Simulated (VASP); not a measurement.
The system is AlN2.

```
CELL_PARAMETERS angstrom
3.95805 0.00000 0.00000
0.00000 4.71295 0.00000
0.00000 0.00000 2.75658
ATOMIC_POSITIONS crystal
Al 0.50000 0.50000 0.50000
Al 0.00000 0.00000 0.00000
N 0.36844 0.90754 0.50000
N 0.86844 0.59246 0.00000
N 0.63156 0.09246 0.50000
N 0.13156 0.40754 0.00000
```

- Program: VASP 6.6.1
- Task: relaxation of cell and atoms
- Functional: PBE
- Potentials or basis: VASP PAW PBE potentials, release 64 (Al, N)
- Cutoff: 600 eV
- k mesh: 10 × 8 × 14
- Occupations: gaussian, width 0.1 eV
- Spin: no spin polarisation

At the start: pressure -0.2 GPa; volume 8.57 Å³/atom.

**Question.** Where does the relaxation end?

**Answer.** Over 7 steps the energy falls by 2.4 meV/atom and the volume is 8.60 Å³/atom (+0.3 %); space group Pnnm (No. 58, to 0.1 Å) before and after.

Step by step:
| step | energy change (eV) | largest force (eV/Å) | pressure (GPa) | volume (Å³) |
| --- | --- | --- | --- | --- |
| 1 | 0.0000 | 0.1121 | -0.16 | 51.42 |
| 2 | -0.0117 | 0.0765 | 0.67 | 51.36 |
| 3 | -0.0133 | 0.0561 | 1.12 | 51.32 |
| 4 | -0.0118 | 0.2597 | -1.35 | 51.80 |
| 5 | -0.0141 | 0.0742 | 0.20 | 51.50 |
| 6 | -0.0138 | 0.1013 | -0.29 | 51.70 |
| 7 | -0.0143 | 0.0054 | 0.00 | 51.58 |

Final structure:
```yaml
crystal:
  lattice:
    - [3.90980, 0.00000, 0.00000]
    - [0.00000, 4.72374, 0.00000]
    - [0.00000, 0.00000, 2.79295]
  atoms:
    - { symbol: Al, position: [0.50000, 0.50000, 0.50000] }
    - { symbol: Al, position: [0.00000, 0.00000, 0.00000] }
    - { symbol: N, position: [0.36606, 0.90807, 0.50000] }
    - { symbol: N, position: [0.86606, 0.59193, 0.00000] }
    - { symbol: N, position: [0.63394, 0.09193, 0.50000] }
    - { symbol: N, position: [0.13394, 0.40807, 0.00000] }
```
